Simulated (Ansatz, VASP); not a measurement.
## O: VASP beside Ansatz

Contents of INCAR:

```
SYSTEM = O
PREC = Accurate
ENCUT = 520
EDIFF = 1E-6
ISMEAR = -1
SIGMA = 0.05
LREAL = .False.
LASPH = .True.
NELM = 60
ALGO = Normal
ISIF = 2
LWAVE = .False.
LCHARG = .True.
GGA = PE
LELF = .True.
LVHAR = .True.
NBANDS = 20
```

Contents of KPOINTS:

```
Automatic mesh
0
Gamma
  7 7 9
  0 0 0
```

The input POSCAR:

```
O
1.0
    3.8922577202      0.0000000000      0.0000000000
    0.0000000000      3.7894570000      0.0000000000
   -0.9966562331      0.0000000000      2.9534146937
O
4
Direct
    0.3347420000      0.3104190000      0.1765910000
    0.6716350000      0.2953840000      0.3232260000
    0.6685210000      0.6971860000      0.8027390000
    0.3348700000      0.6983420000      0.6916900000
```

The input input.yaml:

```yaml
crystal:
  lattice:
    - [3.8922577202, 0.0, 0.0]
    - [0.0, 3.789457, 0.0]
    - [-0.9966562331, 0.0, 2.9534146937]
  atoms:
    - { symbol: O, position: [0.334742, 0.310419, 0.176591] }
    - { symbol: O, position: [0.671635, 0.295384, 0.323226] }
    - { symbol: O, position: [0.668521, 0.697186, 0.802739] }
    - { symbol: O, position: [0.33487, 0.698342, 0.69169] }
hamiltonian:
  xc: pbe
  pseudopotentials: { kind: paw }
kpoints:
  mp_grid: { grid: [7, 7, 9] }
scf:
  occupations: { method: fermi_dirac, width: 0.05 }
output:
  forces: true
  stress: true
  eigenvalues: true
```

Change from the starting cell: atoms moved at random, drawn with an rms of 0.05 Å.

Alike in both runs: task single point; functional PBE; k mesh 7 × 7 × 9; occupations fermi-dirac, width 0.05 eV; no spin polarisation.

```csv
,VASP,Ansatz
version,VASP 6.6.1,Ansatz 0.2.0
potentials or method,"VASP PAW PBE potentials, release 64 (O)",Ansatz PAW
plane-wave cutoff (eV),520,420
valence electrons in the cell,24,24
```

```tsv
	VASP	Ansatz	Ansatz less VASP
gap on the k mesh at the Fermi level (eV)	0.66	0.66	+0.002
least direct gap on the mesh (eV)	0.81	0.81	-0.002
pressure (GPa)	1.3	-1.3	-2.63
traceless stress, the component that is largest in VASP (GPa)	-2.35	-7.37	-5.016
rms of the force components (eV/Å)	0.506	1.011	+0.5052
```

Atom by atom the forces differ by 0.571 eV/Å (rms over components). The functional is the same, so the differences come from potentials, cutoffs and numerics.

Noted on VASP's run: the standard files for N, O and F lose accuracy on very short bonds; spin is off for a triplet molecule. Noted on Ansatz's run: Pulay correction over one GPa; spin is off for a triplet molecule; odd divisions of the mesh miss points on the zone boundary, where band edges often lie, so the gap on the mesh can be too wide.
